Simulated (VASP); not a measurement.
Set up this calculation in VASP 6.6.1, as the native input.

```yaml
Task: single point
Functional: PBEsol
Potentials_or_basis: VASP PAW PBE potentials, release 64 (Ir_sv_GW)
Cutoff: 560 eV
k_mesh: 9 × 9 × 9
Occupations: fermi-dirac, width 0.1 eV
Spin: no spin polarisation
Dipole_correction: no
Further_INCAR_settings: ALGO = Normal; EDIFF = 1e-06; NBANDS = 14
```

The structure of Ir lies in POSCAR:

```
Ir
1.0
    0.0000000000      1.9145423054      1.9145423054
    1.9145423054      0.0000000000      1.9145423054
    1.9145423054      1.9145423054      0.0000000000
Ir
1
Direct
    0.0000000000      0.0000000000      0.0000000000
```

The input as run:

INCAR

```
SYSTEM = Ir
ALGO = Normal ; EDIFF = 1E-6
ENCUT = 560 ; GGA = PS
GGA_COMPAT = .False. ; ISIF = 2
ISMEAR = -1 ; LASPH = .True.
LCHARG = .False. ; LREAL = .False.
LWAVE = .False. ; NBANDS = 14
NELM = 120 ; PREC = Accurate
SIGMA = 0.1
```

KPOINTS

```
k-points
0
Gamma
  9 9 9
  0 0 0
```

Potentials or basis: VASP PAW PBE potentials, release 64 (Ir_sv_GW).

The run is started by

```bash
$ cat potpaw_PBE.64/Ir_sv_GW/POTCAR > POTCAR
$ mpirun -np 1 vasp_std > vasp.out
```

It gave:

```
Pressure               : -1.8 GPa
Band gap on the k mesh : zero (an odd number of electrons rules out a gap without spin polarisation)
```

Caveat: the PAW data sets were made with another functional, which shifts forces and pressure a little; spin-orbit coupling is left out, which moves the levels of the heavy elements.

It took 11 s on 1 thread of AMD EPYC 7R43 64-Core Processor (Zen 3) (shared host), peak memory 0.11 GiB.
